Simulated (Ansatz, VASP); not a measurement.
NbRu3C: VASP beside Ansatz

```
Ru Nb C
1.0
     4.06514    0.00000    0.00000
     0.00000    4.06514    0.00000
     0.00000    0.00000    4.06514
Ru Nb C
3 1 1
Cartesian
  2.0522 2.0409 0.0365
  1.9868 -0.0323 2.0339
  0.0144 2.0229 2.0916
  0.0104 0.0706 0.0109
  2.0360 2.0207 2.0526
```

Change from the starting cell: atoms moved at random, drawn with an rms of 0.05 Å.

Alike in both runs: task single point; functional PBE; k mesh 7 × 7 × 7; occupations fermi-dirac, width 0.05 eV; no spin polarisation.

```csv
,VASP,Ansatz
version,VASP 6.6.1,Ansatz 0.2.0
potentials or method,"VASP PAW PBE potentials, release 64 (Ru_pv, Nb_sv, C)",Ansatz PAW
plane-wave cutoff (eV),520,420
valence electrons in the cell,59,65
```

|  | VASP | Ansatz | Ansatz less VASP |
| --- | --- | --- | --- |
| gap on the k mesh at the Fermi level (eV) | none | none | - |
| pressure (GPa) | -3.0 | -2.9 | +0.10 |
| traceless stress, the component that is largest in VASP (GPa) | 0.24 | 0.24 | +0.001 |
| rms of the force components (eV/Å) | 0.210 | 0.207 | -0.0026 |

Atom by atom the forces differ by 0.003 eV/Å (rms over components). A gap of «none» marks a metal or a gap that the smearing closes. With one functional, cell and mesh, what is left measures potentials, basis and numerics. VASP's potentials hold 59 valence electrons a cell and Ansatz's 65, so a difference there can come from the potentials and not from the codes.
